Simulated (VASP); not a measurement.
# Sb (P6_3/mmc) in VASP: a series of runs

Sb is run at these levels: LDA, PBEsol+D3(BJ); tasks: single point.

Program: VASP 6.6.1. These are calculated values, not measurements. Logs are shortened: lines on timing, memory, paths and dates and some standing lists are left out, and cuts for length are marked.

**1. The cell of the first run**

Symmetry: P6_3/mmc, No. 194, hexagonal system. Conventional cell: a = 3.355 Å, b = 3.355 Å, c = 5.470 Å, α = 90.00°, β = 90.00°, γ = 120.00°. Within 4.4 Å of Sb (site symmetry -6m2) lie 12 Sb at 3.35 Å.

**2. Single point, LDA**

INCAR reads:

```
ALGO     = Normal         # electronic algorithm
EDIFF    = 1E-7           # SCF threshold, eV
ENCUT    = 520            # plane-wave cutoff, eV
ISIF     = 2              # what is computed and relaxed
ISMEAR   = 0              # smearing method
LASPH    = True           # aspherical terms in the spheres
LCHARG   = False          # write CHGCAR
LREAL    = False          # projectors in reciprocal space
LWAVE    = False          # write WAVECAR
NBANDS   = 12             # bands
NELM     = 60             # most SCF steps
PREC     = Accurate       # precision mode
SIGMA    = 0.05           # smearing width, eV
```

KPOINTS reads:

```
k-points
0
Gamma
  9 9 5
```

POSCAR reads:

```
Sb
1.0
    3.3545324186      0.0000000000      0.0000000000
   -1.6772662093      2.9051102923      0.0000000000
    0.0000000000      0.0000000000      5.4701606500
Sb
2
Direct
    0.6666666667      0.3333333333      0.7500000000
    0.3333333333      0.6666666667      0.2500000000
```

Potentials or basis: VASP PAW LDA potentials, release 64 (Sb).

Started as:

```bash
$ cat potpaw_LDA.64/Sb/POTCAR > POTCAR
$ mpirun -np 1 vasp_std > vasp.out
```

OUTCAR:

```text
EDIFF = 1E-7
   ENCUT = 520
   ISIF = 2
   ISMEAR = 0
   LASPH = True
   LREAL = False
   NELM = 60
   PREC = Accurate

 ion  position               nearest neighbor table
   1  0.667  0.333  0.750-   2 3.35   2 3.35   2 3.35   2 3.35   2 3.35   2 3.35
   2  0.333  0.667  0.250-   1 3.35   1 3.35   1 3.35   1 3.35   1 3.35   1 3.35

  LATTYP: Found a hexagonal cell.
 ALAT       =     3.3545324186
 C/A-ratio  =     1.6306775334

  Lattice vectors:

 A1 = (   3.3545324186,   0.0000000000,   0.0000000000)
 A2 = (  -1.6772662093,   2.9051102923,   0.0000000000)
 A3 = (   0.0000000000,   0.0000000000,   5.4701606500)

Analysis of symmetry for initial positions (statically):
=====================================================================
 Subroutine PRICEL returns:
 Original cell was already a primitive cell.

 Routine SETGRP: Setting up the symmetry group for a
 hexagonal supercell.

 Subroutine GETGRP returns: Found 24 space group operations
 (whereof 12 operations were pure point group operations)
 out of a pool of 24 trial point group operations.

The static configuration has the point symmetry D_3d.
 The point group associated with its full space group is D_6h.

Analysis of symmetry for dynamics (positions and initial velocities):
=====================================================================
 Subroutine PRICEL returns:
 Original cell was already a primitive cell.

 Routine SETGRP: Setting up the symmetry group for a
 hexagonal supercell.

 Subroutine GETGRP returns: Found 24 space group operations
 (whereof 12 operations were pure point group operations)
 out of a pool of 24 trial point group operations.

The dynamic configuration has the point symmetry D_3d.
 The point group associated with its full space group is D_6h.

 Subroutine INISYM returns: Found 24 space group operations
 (whereof 12 operations are pure point group operations),
 and found     1 'primitive' translations

----------------------------------------------------------------------------------------

                                     Primitive cell

  volume of cell :      53.3083

  direct lattice vectors                    reciprocal lattice vectors
     3.354532419  0.000000000  0.000000000     0.298104139  0.172110505  0.000000000
    -1.677266209  2.905110292  0.000000000     0.000000000  0.344221010  0.000000000
     0.000000000  0.000000000  5.470160650     0.000000000  0.000000000  0.182809987

  length of vectors
     3.354532419  3.354532419  5.470160650     0.344221010  0.344221010  0.182809987

  position of ions in fractional coordinates (direct lattice)
     0.666666667  0.333333333  0.750000000
     0.333333333  0.666666667  0.250000000

  ion indices of the primitive-cell ions
   primitive index   ion index
                 1           1
                 2           2

----------------------------------------------------------------------------------------

 KPOINTS: k-points

Automatic generation of k-mesh.
 Grid dimensions read from file:
 generate k-points for:    9    9    5

 Generating k-lattice:

  Cartesian coordinates                     Fractional coordinates (reciprocal lattice)
     0.033122682  0.019123389  0.000000000     0.111111111  0.000000000  0.000000000
     0.000000000  0.038246779  0.000000000     0.000000000  0.111111111  0.000000000
     0.000000000  0.000000000  0.036561997     0.000000000  0.000000000  0.200000000

  Length of vectors
     0.038246779  0.038246779  0.036561997

  Shift w.r.t. Gamma in fractional coordinates (k-lattice)
     0.000000000  0.000000000  0.000000000

 Subroutine IBZKPT returns following result:
 ===========================================

 Found     36 irreducible k-points:

 Following reciprocal coordinates:
            Coordinates               Weight
  0.000000  0.000000  0.000000      1.000000
  0.111111  0.000000  0.000000      6.000000
  0.222222  0.000000  0.000000      6.000000
  0.333333  0.000000  0.000000      6.000000
  0.444444  0.000000  0.000000      6.000000
  0.111111  0.111111  0.000000      6.000000
[... 16 lines left out ...]
  0.333333  0.222222  0.200000     24.000000
  0.333333  0.333333  0.200000      4.000000
 [... further k-points ...]
   k-points           NKPTS =     36   k-points in BZ     NKDIM =     36   number of bands    NBANDS=     12
   number of dos      NEDOS =    301   number of ions     NIONS =      2
   total plane-waves  NPLWV =  32928
   dimension x,y,z NGX =    28 NGY =   28 NGZ =   42
   dimension x,y,z NGXF=    56 NGYF=   56 NGZF=   84
   ions per type =               2
   NGX,Y,Z   is equivalent  to a cutoff of  13.88, 13.88, 12.76 a.u.
   NGXF,Y,Z  is equivalent  to a cutoff of  27.75, 27.75, 25.53 a.u.
 SYSTEM =  unknown system
   PREC   = accura    normal or accurate (medium, high low for compatibility)
   ISTART =      0    job   : 0-new  1-cont  2-samecut
   ICHARG =      2    charge: 1-file 2-atom 10-const
   ISPIN  =      1    spin polarized calculation?
   LNONCOLLINEAR =      F non collinear calculations
   LSORBIT =      F    spin-orbit coupling
   LASPH  =      T    aspherical Exc in radial PAW
   ENCUT  =  520.0 eV  38.22 Ry    6.18 a.u.   6.24  6.24 10.17*2*pi/ulx,y,z
   NELM   =     60;   NELMIN=  2; NELMDL= -5     # of ELM steps
   EDIFF  = 0.1E-06   stopping-criterion for ELM
   LREAL  =      F    real-space projection
   EDIFFG = 0.1E-05   stopping-criterion for IOM
   NSW    =      0    number of steps for IOM
   IBRION =     -1    ionic relax: 0-MD 1-quasi-New 2-CG
   NFREE  =      0    steps in history (QN), initial steepest desc. (CG)
   ISIF   =      2    stress and relaxation
   ISYM   =      2    0-nonsym 1-usesym 2-fastsym
   POTIM  = 0.5000    time-step for ionic-motion
   TEBEG  =    0.0;   TEEND  =   0.0 temperature during run
   PSTRESS=    0.0 pullay stress
   NELECT =      10.0000    total number of electrons
   NUPDOWN=      -1.0000    fix difference up-down
   EMIN   =  10.00;   EMAX   =-10.00  energy-range for DOS
   EFERMI =   0.00;   METHOD = LEGACY
   ISMEAR =     0;   SIGMA  =   0.05  broadening in eV -4-tet -1-fermi 0-gaus
   EFERMI_NEDOS =   21; number of points for ismear=-14 and -15
   IALGO  =     38    algorithm
   IMIX   =      4    mixing-type and parameters
     AMIX     =   0.40;   BMIX     =  1.00
     AMIX_MAG =   1.60;   BMIX_MAG =  1.00
  volume/ion in A,a.u.               =      26.65       179.87
  Fermi-wavevector in a.u.,A,eV,Ry     =   0.937152  1.770960 11.949364  0.878253
  Thomas-Fermi vector in A             =   2.064234
   LORBIT       =      0    0 simple, 1 ext, 2 COOP (PROOUT), +10 PAW based schemes
   GGA     = CA    functional components
   LHFCALC =     F    Hartree Fock is set to
   AEXX    =    0.0000 exact exchange contribution
   IVDW    =     0    specifies the selected vdW correction
   LEPSILON=     F    determine dielectric tensor
   LRPA    =     F    only Hartree local field effects (RPA)
 non-spin polarized calculation
 Gauss-broadening in eV      SIGMA  =   0.05
  energy-cutoff  :      520.00
  volume of cell :       53.31
 maximum number of plane-waves:      1448
 NGX is ok and might be reduce to    28
   NGX = 13   NGY = 13   NGZ = 21

 number of electron      10.0000000 magnetization

 Free energy of the ion-electron system (eV)
  ---------------------------------------------------
  ext. energy  EPLUGINS =         0.00000000
  ---------------------------------------------------
  free energy    TOTEN  =        -9.13792421 eV

  energy without entropy =       -9.13521489  energy(sigma->0) =       -9.13656955

 E-fermi :   8.4199     XC(G=0): -10.4158

 val. band max:        8.3919921829   @ k =   0.3333   0.0000   0.4000
 cond. band min:       8.4404422553   @ k =   0.4444   0.1111   0.0000
 fundamental gap:      0.0484500724
 Fermi energy:         8.4198867161

 k-point     1 :       0.0000    0.0000    0.0000
  band No.  band energies     occupation
      1      -4.4806      2.00000
      2      -0.6863      2.00000
      3       2.6840      2.00000
      4      12.0787      0.00000
      5      12.0787      0.00000
      6      13.7068      0.00000
      7      13.7068      0.00000
      8      13.9404      0.00000
      9      16.2316      0.00000
     10      17.4615      0.00000
     11      18.3308      0.00000
     12      18.3308      0.00000

 k-point     2 :       0.1111    0.0000    0.0000
  band No.  band energies     occupation
      1      -4.2625      2.00000
      2      -0.4967      2.00000
      3       2.9121      2.00000
      4      10.2108      0.00000
      5      11.3608      0.00000
      6      12.6143      0.00000
      7      13.6865      0.00000
      8      13.7846      0.00000
      9      16.1446      0.00000
     10      17.6725      0.00000
     11      18.3181      0.00000
     12      18.5314      0.00000

 k-point     3 :       0.2222    0.0000    0.0000
  band No.  band energies     occupation
      1      -3.6139      2.00000
      2       0.0421      2.00000
      3       3.5852      2.00000
      4       7.3483      2.00000
      5      10.2585      0.00000
      6      10.3472      0.00000
      7      12.5553      0.00000
      8      13.2916      0.00000
      9      14.5433      0.00000
     10      16.9585      0.00000
     11      17.9657      0.00000
     12      18.5029      0.00000

 k-point     4 :       0.3333    0.0000    0.0000
  band No.  band energies     occupation
      1      -2.5638      2.00000
      2       0.7328      2.00000
      3       4.6585      2.00000
      4       4.9197      2.00000
      5       7.9152      2.00000
      6       9.3994      0.00000
      7      10.6353      0.00000
      8      12.6199      0.00000
      9      13.5396      0.00000
     10      16.3530      0.00000
     11      17.3963      0.00000
     12      17.8781      0.00000

 k-point     5 :       0.4444    0.0000    0.0000
  band No.  band energies     occupation
      1      -1.2734      2.00000
      2       0.6618      2.00000
      3       4.0526      2.00000
      4       5.8986      2.00000
      5       5.9256      2.00000
      6       8.8045      0.00000
      7       8.9433      0.00000
      8      12.2130      0.00000
      9      13.0721      0.00000
     10      16.0560      0.00000
     11      17.0974      0.00000
     12      17.5638      0.00000
[... 228 lines left out ...]
      1      -0.6032      2.00000
      2       0.4912      2.00000
      3       3.6098      2.00000
      4       4.8124      2.00000
      5       7.1639      2.00000
      6       8.3157      1.99677
      7       9.3498      0.00000
      8      10.4276      0.00000
      9      14.7990      0.00000
     10      14.9721      0.00000
     11      17.6907      0.00000
     12      18.0875      0.00000

 k-point    22 :       0.2222    0.2222    0.2000
  band No.  band energies     occupation
      1      -1.7656      2.00000
      2       0.5619      2.00000
      3       4.7282      2.00000
      4       5.9144      2.00000
      5       6.8617      2.00000
      6       7.7349      2.00000
      7       9.1285      0.00000
      8      11.3353      0.00000
      9      14.7017      0.00000
     10      16.8146      0.00000
     11      17.8239      0.00000
     12      18.1900      0.00000

 k-point    23 :       0.3333    0.2222    0.2000
  band No.  band energies     occupation
      1      -0.5428      2.00000
      2       0.7900      2.00000
      3       4.1059      2.00000
      4       5.1608      2.00000
      5       6.0987      2.00000
      6       7.8478      2.00000
      7       8.3810      1.72812
      8      10.1130      0.00000
      9      13.8169      0.00000
     10      17.5744      0.00000
     11      17.9112      0.00000
     12      19.4917      0.00000

 k-point    24 :       0.3333    0.3333    0.2000
  band No.  band energies     occupation
      1       0.4058      2.00000
      2       0.4058      2.00000
      3       4.2714      2.00000
      4       5.2893      2.00000
      5       5.2893      2.00000
      6       6.8774      2.00000
      7       9.2169      0.00000
      8       9.2169      0.00000
      9      13.0901      0.00000
     10      18.7843      0.00000
     11      18.7843      0.00000
     12      20.5430      0.00000

 [... further k-points ...]
[... 5 lines left out ...]
  --------------------------------------------------------------------------------------
  -------------------------------------------------------------------------------------
  Total       -0.8738274     -0.8738274     -0.8366189      0.0000000      0.0000000      0.0000000
  in kB      -26.2628319    -26.2628319    -25.1445312      0.0000000      0.0000000      0.0000000
  external PRESSURE =     -25.8900650 kB  Pullay stress =       0.0000000 kB

 VOLUME and BASIS-vectors are now :
 -----------------------------------------------------------------------------
  energy-cutoff  :      520.00
  volume of cell :       53.31
      direct lattice vectors                 reciprocal lattice vectors
     3.354532419  0.000000000  0.000000000     0.298104139  0.172110505  0.000000000
    -1.677266209  2.905110292  0.000000000     0.000000000  0.344221010  0.000000000
     0.000000000  0.000000000  5.470160650     0.000000000  0.000000000  0.182809987

 POSITION                                       TOTAL-FORCE (eV/Angst)
 -----------------------------------------------------------------------------------
      1.67727      0.96837      4.10262         0.000000     -0.000000      0.000000
     -0.00000      1.93674      1.36754        -0.000000      0.000000      0.000000
 -----------------------------------------------------------------------------------
    total drift:                                0.000000     -0.000000      0.000000

  FREE ENERGIE OF THE ION-ELECTRON SYSTEM (eV)
  ---------------------------------------------------
  free  energy   TOTEN  =        -9.1379242128 eV

  energy  without entropy=       -9.1352148918  energy(sigma->0) =       -9.13656955
```

Wall time 18 s (1 thread of Intel Xeon Platinum 8375C at 2.90GHz (Ice Lake), shared host); peak memory 0.16 GiB.

Results:

| Quantity | Value |
| --- | --- |
| Free energy | -9.1379 eV |
| Pressure | -2.6 GPa |
| Band gap on the k mesh | zero (band 5 reaches 12.63 eV, above the bottom of band 6 at 5.80 eV) |

Caveat: spin-orbit coupling is left out, which moves the levels of the heavy elements.

**3. Single point, PBEsol+D3(BJ)**

INCAR reads:

```
PREC = Accurate
ENCUT = 520
EDIFF = 1E-7
ISMEAR = 0
SIGMA = 0.01
LREAL = False
LASPH = True
NELM = 100
ALGO = Normal
ISIF = 2
LWAVE = False
LCHARG = True
GGA = PS
IVDW = 12
LELF = True
LVHAR = True
NBANDS = 12
```

KPOINTS reads:

```
Automatic mesh
0
Gamma
  9 9 5
```

POSCAR is that of step 2.

Potentials or basis: VASP PAW PBE potentials, release 64 (Sb).

Started as:

```bash
$ cat potpaw_PBE.64/Sb/POTCAR > POTCAR
$ mpirun -np 1 vasp_std > vasp.out
```

It took 19 s on 1 thread of Intel Xeon Platinum 8375C at 2.90GHz (Ice Lake), shared host; peak memory 0.18 GiB.

Results (log left out):

| Property | Result |
| --- | --- |
| Free energy | -9.6985 eV |
| Pressure | -4.8 GPa |
| Band gap on the k mesh | zero (band 5 reaches 12.67 eV, above the bottom of band 6 at 5.74 eV) |
| Dispersion energy per atom | -0.512 eV |

Stress tensor (GPa, compression positive):
```
-5.09  0.00  0.00
 0.00 -5.09  0.00
 0.00  0.00 -4.30
```

Levels at points of the mesh, in eV from the Fermi level:
```csv
k point,band 2,band 3,band 4,band 5,band 6,band 7,band 8,band 9
"(0.00, 0.00, 0.00)",-9.05,-5.76,3.74,3.74,5.38,5.38,5.63,7.86
```

Caveat: the PAW data sets were made with another functional, which shifts forces and pressure a little; spin-orbit coupling is left out, which moves the levels of the heavy elements; pairwise dispersion overbinds metals, which lowers pressure and volume.
